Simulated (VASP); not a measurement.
# Ti3HN3 in VASP: relaxation of the atoms with PBE

Aim: the relaxation of the atoms of Ti3HN3 with PBE.

Everything below comes from runs of VASP 6.6.1. Logs are shortened: lines on timing, memory, paths and dates and some standing lists are left out, and cuts for length are marked.

## 1. The cell of the first run

The cell holds a slab with vacuum, 7 atoms: a = 3.003 Å, b = 3.003 Å, c = 19.758 Å, α = 90.00°, β = 90.00°, γ = 90.00°.

## 2. Relaxation of the atoms, PBE

File INCAR:

```
SYSTEM = Ti3HN3
  ALGO = Normal
  DIPOL = 0.5 0.5 0.333
  EDIFF = 1E-6
  EDIFFG = -0.025
  ENCUT = 520
  GGA = PE
  IBRION = 2
  IDIPOL = 3
  ISIF = 2
  ISMEAR = 0
  KPAR = 4
  LASPH = .TRUE.
  LCHARG = .FALSE.
  LDIPOL = .TRUE.
  LREAL = .FALSE.
  LWAVE = .FALSE.
  NELM = 60
  NSW = 36
  PREC = Accurate
  SIGMA = 0.1
```

File KPOINTS:

```
k-points
0
G
  9 9 1
  0 0 0
```

File POSCAR:

```
Ti3HN3
1.0
    3.0028555065      0.0000000000      0.0000000000
    0.0000000000      3.0028555065      0.0000000000
    0.0000000000      0.0000000000     19.7584945265
Ti N H
3 3 1
Selective dynamics
Direct
    0.5000000000      0.5000000000      0.2024445736  F F F
    0.0000000000      0.0000000000      0.3072496201  F F F
    0.5000000000      0.5000000000      0.4076776418  F F F
    0.0000000000      0.0000000000      0.2024445736  F F F
    0.5000000000      0.5000000000      0.3055678856  F F F
    0.0000000000      0.0000000000      0.4179718508  F F F
    0.1250000000      0.2500000000      0.4848831977  F F T
```

Potentials or basis: VASP PAW PBE potentials, release 64 (Ti_sv, N, H).

Launch:

```console
cat potpaw_PBE.64/Ti_sv/POTCAR potpaw_PBE.64/N/POTCAR potpaw_PBE.64/H/POTCAR > POTCAR
mpirun -np 4 vasp_std > vasp.out
```

OUTCAR:

```text
SYSTEM = Ti3HN3
   EDIFF = 1E-6
   EDIFFG = -0.025
   ENCUT = 520
   GGA = PE
   IBRION = 2
   ISIF = 2
   ISMEAR = 0
   LASPH = .TRUE.
   LREAL = .FALSE.
   NELM = 60
   NSW = 36
   PREC = Accurate

 ion  position               nearest neighbor table
   1  0.500  0.500  0.202-   5 2.04   4 2.12   4 2.12   4 2.12   4 2.12
   2  0.000  0.000  0.307-   4 2.07   5 2.12   5 2.12   5 2.12   5 2.12   6 2.19   3 2.91   3 2.91
                             3 2.91   3 2.91
   3  0.500  0.500  0.408-   5 2.02   6 2.13   6 2.13   6 2.13   6 2.13   2 2.91   2 2.91   2 2.91
                             2 2.91
   4  0.000  0.000  0.202-   2 2.07   1 2.12   1 2.12   1 2.12   1 2.12
   5  0.500  0.500  0.306-   3 2.02   1 2.04   2 2.12   2 2.12   2 2.12   2 2.12
   6  0.000  0.000  0.418-   3 2.13   3 2.13   3 2.13   3 2.13   2 2.19
   7  0.125  0.250  0.485-

  LATTYP: Found a simple tetragonal cell.
 ALAT       =     3.0028555065
 C/A-ratio  =     6.5799018580

  Lattice vectors:

 A1 = (   3.0028555065,   0.0000000000,   0.0000000000)
 A2 = (   0.0000000000,   3.0028555065,   0.0000000000)
 A3 = (   0.0000000000,   0.0000000000,  19.7584945265)

Analysis of symmetry for initial positions (statically):
=====================================================================
 Subroutine PRICEL returns:
 Original cell was already a primitive cell.

 Routine SETGRP: Setting up the symmetry group for a
 simple tetragonal supercell.

 Subroutine GETGRP returns: Found  1 space group operations
 (whereof  1 operations were pure point group operations)
 out of a pool of 16 trial point group operations.

The static configuration has the point symmetry C_1 .

Analysis of symmetry for dynamics (positions and initial velocities):
=====================================================================
 Subroutine PRICEL returns:
 Original cell was already a primitive cell.

 Routine SETGRP: Setting up the symmetry group for a
 simple tetragonal supercell.

 Subroutine GETGRP returns: Found  1 space group operations
 (whereof  1 operations were pure point group operations)
 out of a pool of 16 trial point group operations.

The dynamic configuration has the point symmetry C_1 .

Analysis of constrained symmetry for selective dynamics:
=====================================================================
 Subroutine PRICEL returns:
 Original cell was already a primitive cell.

 Routine SETGRP: Setting up the symmetry group for a
 simple tetragonal supercell.

 Subroutine GETGRP returns: Found  1 space group operations
 (whereof  1 operations were pure point group operations)
 out of a pool of 16 trial point group operations.

The constrained configuration has the point symmetry C_1 .

 Subroutine INISYM returns: Found  1 space group operations
 (whereof  1 operations are pure point group operations),
 and found     1 'primitive' translations

----------------------------------------------------------------------------------------

                                     Primitive cell

  volume of cell :     178.1651

  direct lattice vectors                    reciprocal lattice vectors
     3.002855506  0.000000000  0.000000000     0.333016357  0.000000000  0.000000000
     0.000000000  3.002855506  0.000000000     0.000000000  0.333016357  0.000000000
     0.000000000  0.000000000 19.758494527     0.000000000  0.000000000  0.050611143

  length of vectors
     3.002855506  3.002855506 19.758494527     0.333016357  0.333016357  0.050611143

  position of ions in fractional coordinates (direct lattice)
     0.500000000  0.500000000  0.202444574
     0.000000000  0.000000000  0.307249620
     0.500000000  0.500000000  0.407677642
     0.000000000  0.000000000  0.202444574
     0.500000000  0.500000000  0.305567886
     0.000000000  0.000000000  0.417971851
     0.125000000  0.250000000  0.484883198

  ion indices of the primitive-cell ions
   primitive index   ion index
                 1           1
                 2           2
                 3           3
                 4           4
                 5           5
                 6           6
                 7           7

----------------------------------------------------------------------------------------

 KPOINTS: k-points

Automatic generation of k-mesh.
 Grid dimensions read from file:
 generate k-points for:    9    9    1

 Generating k-lattice:

  Cartesian coordinates                     Fractional coordinates (reciprocal lattice)
     0.037001817  0.000000000  0.000000000     0.111111111  0.000000000  0.000000000
     0.000000000  0.037001817  0.000000000     0.000000000  0.111111111  0.000000000
     0.000000000  0.000000000  0.050611143     0.000000000  0.000000000  1.000000000

  Length of vectors
     0.037001817  0.037001817  0.050611143

  Shift w.r.t. Gamma in fractional coordinates (k-lattice)
     0.000000000  0.000000000  0.000000000

 Subroutine IBZKPT returns following result:
 ===========================================

 Found     41 irreducible k-points:

 Following reciprocal coordinates:
            Coordinates               Weight
  0.000000  0.000000  0.000000      1.000000
  0.111111  0.000000  0.000000      2.000000
  0.000000  0.111111  0.000000      2.000000
  0.222222  0.000000  0.000000      2.000000
  0.000000  0.222222  0.000000      2.000000
  0.333333  0.000000  0.000000      2.000000
[... 16 lines left out ...]
  0.111111  0.444444  0.000000      2.000000
  0.222222  0.222222  0.000000      2.000000
 [... further k-points ...]
   k-points           NKPTS =     41   k-points in BZ     NKDIM =     41   number of bands    NBANDS=     31
   number of dos      NEDOS =    301   number of ions     NIONS =      7
   total plane-waves  NPLWV =  86400
   dimension x,y,z NGX =    24 NGY =   24 NGZ =  150
   dimension x,y,z NGXF=    48 NGYF=   48 NGZF=  300
   ions per type =               3   3   1
   NGX,Y,Z   is equivalent  to a cutoff of  13.29, 13.29, 12.62 a.u.
   NGXF,Y,Z  is equivalent  to a cutoff of  26.57, 26.57, 25.24 a.u.
 SYSTEM =  Ti3HN3
   PREC   = accura    normal or accurate (medium, high low for compatibility)
   ISTART =      0    job   : 0-new  1-cont  2-samecut
   ICHARG =      2    charge: 1-file 2-atom 10-const
   ISPIN  =      1    spin polarized calculation?
   LNONCOLLINEAR =      F non collinear calculations
   LSORBIT =      F    spin-orbit coupling
   LASPH  =      T    aspherical Exc in radial PAW
   ENCUT  =  520.0 eV  38.22 Ry    6.18 a.u.   5.58  5.58 36.74*2*pi/ulx,y,z
   NELM   =     60;   NELMIN=  2; NELMDL= -5     # of ELM steps
   EDIFF  = 0.1E-05   stopping-criterion for ELM
   LREAL  =      F    real-space projection
   EDIFFG = -.3E-01   stopping-criterion for IOM
   NSW    =     36    number of steps for IOM
   IBRION =      2    ionic relax: 0-MD 1-quasi-New 2-CG
   NFREE  =      1    steps in history (QN), initial steepest desc. (CG)
   ISIF   =      2    stress and relaxation
   ISYM   =      2    0-nonsym 1-usesym 2-fastsym
   POTIM  = 0.5000    time-step for ionic-motion
   TEBEG  =    0.0;   TEEND  =   0.0 temperature during run
   PSTRESS=    0.0 pullay stress
   NELECT =      52.0000    total number of electrons
   NUPDOWN=      -1.0000    fix difference up-down
   EMIN   =  10.00;   EMAX   =-10.00  energy-range for DOS
   EFERMI =   0.00;   METHOD = LEGACY
   ISMEAR =     0;   SIGMA  =   0.10  broadening in eV -4-tet -1-fermi 0-gaus
   EFERMI_NEDOS =   21; number of points for ismear=-14 and -15
   IALGO  =     38    algorithm
   IMIX   =      4    mixing-type and parameters
     AMIX     =   0.40;   BMIX     =  1.00
     AMIX_MAG =   1.60;   BMIX_MAG =  1.00
  volume/ion in A,a.u.               =      25.45       171.76
  Fermi-wavevector in a.u.,A,eV,Ry     =   1.085930  2.052110 16.044579  1.179243
  Thomas-Fermi vector in A             =   2.222055
   LORBIT       =      0    0 simple, 1 ext, 2 COOP (PROOUT), +10 PAW based schemes
   GGA     = PE    functional components
   LHFCALC =     F    Hartree Fock is set to
   AEXX    =    0.0000 exact exchange contribution
   IVDW    =     0    specifies the selected vdW correction
   LEPSILON=     F    determine dielectric tensor
   LRPA    =     F    only Hartree local field effects (RPA)
 conjugate gradient relaxation of ions
 non-spin polarized calculation
 Gauss-broadening in eV      SIGMA  =   0.10
  energy-cutoff  :      520.00
  volume of cell :      178.17
 maximum number of plane-waves:      4826
   NGX = 11   NGY = 11   NGZ = 73

 dipolmoment           0.000000      0.000000     -0.437320 electrons x Angstroem

--------------------------------------- Ionic step        1  -------------------------------------------

 number of electron      51.9999999 magnetization

 Free energy of the ion-electron system (eV)
  ---------------------------------------------------
  ext. energy  EPLUGINS =         0.00000000
  ---------------------------------------------------
  free energy    TOTEN  =       -59.14428241 eV

  energy without entropy =      -59.12812982  energy(sigma->0) =      -59.13620612

------------------------ aborting loop because EDIFF is reached ----------------------------------------

  FORCE on cell =-STRESS in cart. coord.  units (eV):
  Direction    XX          YY          ZZ          XY          YZ          ZX
  --------------------------------------------------------------------------------------
  -------------------------------------------------------------------------------------
  Total       -3.7227205     -2.9185825      0.0863164     -0.4116044     -0.5295217      0.1555373
  in kB      -33.4771356    -26.2458011      0.7762131     -3.7014160     -4.7618053      1.3986927
  external PRESSURE =     -19.6489079 kB  Pullay stress =       0.0000000 kB
[... 190 lines left out ...]
  energy  without entropy=      -59.2931917589  energy(sigma->0) =      -59.30162188

--------------------------------------- Ionic step        6  -------------------------------------------

 number of electron      52.0000000 magnetization

 dipolmoment           0.000000      0.000000      0.055794 electrons x Angstroem

 Free energy of the ion-electron system (eV)
  ---------------------------------------------------
  ext. energy  EPLUGINS =         0.00000000
  ---------------------------------------------------
  free energy    TOTEN  =       -59.31017383 eV

  energy without entropy =      -59.29330410  energy(sigma->0) =      -59.30173897

 E-fermi :   1.6942     XC(G=0):  -5.3231

 val. band max:        1.6825194011   @ k =   0.2222   0.2222   0.0000
 cond. band min:       1.7038966081   @ k =   0.0000   0.1111   0.0000
 fundamental gap:      0.0213772070
 Fermi energy:         1.6942366397

 k-point     1 :       0.0000    0.0000    0.0000
  band No.  band energies     occupation
      1     -56.3147      2.00000
      2     -55.9232      2.00000
      3     -55.8174      2.00000
      4     -32.7767      2.00000
      5     -32.3991      2.00000
      6     -32.3733      2.00000
[... 805 lines left out ...]
     30       2.7965      0.00000
     31       3.0746      0.00000

 [... further k-points ...]

------------------------ aborting loop because EDIFF is reached ----------------------------------------

 vacuum level on the upper side and lower side of the slab       (xc-potential included)         0.391        -0.773

  FORCE on cell =-STRESS in cart. coord.  units (eV):
  Direction    XX          YY          ZZ          XY          YZ          ZX
  --------------------------------------------------------------------------------------
  -------------------------------------------------------------------------------------
  Total       -1.4827782     -2.0745273      0.8619261     -0.3167923     -1.6188138     -1.0097081
  in kB      -13.3341107    -18.6555049      7.7510025     -2.8488031    -14.5574314     -9.0799550
  external PRESSURE =      -8.0795377 kB  Pullay stress =       0.0000000 kB

 VOLUME and BASIS-vectors are now :
 -----------------------------------------------------------------------------
  energy-cutoff  :      520.00
  volume of cell :      178.17
      direct lattice vectors                 reciprocal lattice vectors
     3.002855506  0.000000000  0.000000000     0.333016357  0.000000000  0.000000000
     0.000000000  3.002855506  0.000000000     0.000000000  0.333016357  0.000000000
     0.000000000  0.000000000 19.758494527     0.000000000  0.000000000  0.050611143
[... 13 lines left out ...]
  FREE ENERGIE OF THE ION-ELECTRON SYSTEM (eV)
  ---------------------------------------------------
  free  energy   TOTEN  =       -59.3101738318 eV

  energy  without entropy=      -59.2933040996  energy(sigma->0) =      -59.30173897

 reached required accuracy - stopping structural energy minimisation

 vacuum level on the upper side and lower side of the slab         5.266         4.073
```

Run time: 7.7 min. Hardware: 4 MPI ranks of Intel Xeon Platinum 8259CL at 2.50GHz (Skylake/Cascade Lake), shared host; peak memory 0.42 GiB.

Results:

* Free energy: -59.3102 eV
* Energy gained by relaxing: 23.7 meV/atom
* Ionic steps: 6
* Band gap on the k mesh: zero (bands 26 and 27 overlap by 1.66 eV)

The path:
```tsv
step	energy change (eV)	largest force on free atoms (eV/Å)	pressure (GPa)
1	0.0000	0.7348	-1.96
2	-0.0256	0.7112	-1.88
3	-0.0957	0.5937	-1.57
4	-0.1655	0.0588	-0.75
5	-0.1658	0.0336	-0.84
6	-0.1659	0.0012	-0.81
```

Final structure:
```yaml
crystal:
  lattice:
    - [3.00286, 0.00000, 0.00000]
    - [0.00000, 3.00286, 0.00000]
    - [0.00000, 0.00000, 19.75849]
  atoms:
    - { symbol: Ti, position: [0.50000, 0.50000, 0.20244] }
    - { symbol: Ti, position: [0.00000, 0.00000, 0.30725] }
    - { symbol: Ti, position: [0.50000, 0.50000, 0.40768] }
    - { symbol: N, position: [0.00000, 0.00000, 0.20244] }
    - { symbol: N, position: [0.50000, 0.50000, 0.30557] }
    - { symbol: N, position: [0.00000, 0.00000, 0.41797] }
    - { symbol: H, position: [0.12500, 0.25000, 0.46756] }
```

Levels at points of the mesh, in eV from the Fermi level:
| k point | band 23 | band 24 | band 25 | band 26 | band 27 | band 28 | band 29 | band 30 |
| --- | --- | --- | --- | --- | --- | --- | --- | --- |
| (0.00, 0.00, 0.00) | -2.84 | -2.37 | -2.31 | -1.88 | -0.84 | -0.47 | -0.03 | 0.04 |

The gap in the log of VASP goes by the Fermi energy; the results here count the filled bands.